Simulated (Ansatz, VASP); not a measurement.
One calculation of La, two programs

```xyz
4
Lattice="3.7727 0.0000 0.0000 -1.8863 3.2673 0.0000 0.0000 0.0000 12.1127" Properties=species:S:1:pos:R:3 pbc="T T T"
La    0.0000    0.0000    0.0000
La   -1.8863    3.2673    6.0564
La    0.0000    2.1782    9.0845
La    1.8863    1.0891    3.0282
```

Alike in both runs: task single point; functional PBE; k mesh 10 × 10 × 3; occupations fermi-dirac, width 0.1 eV; no spin polarisation.

|  | VASP | Ansatz |
| --- | --- | --- |
| version | VASP 6.6.1 | Ansatz 0.2.0 |
| potentials or method | VASP PAW PBE potentials, release 64 (La), cutoff 520 eV | plane waves (420 eV) with PAW, scalar-relativistic |
| valence electrons in the cell | 44 | 44 |

Ansatz gave:

```
pressure (GPa) : 0.0
```

Question: Which values does VASP return?

Answer: Pressure (GPa): 0.1.

With one functional, cell and mesh, what is left measures potentials, basis and numerics.

Neither program's run includes spin-orbit coupling.
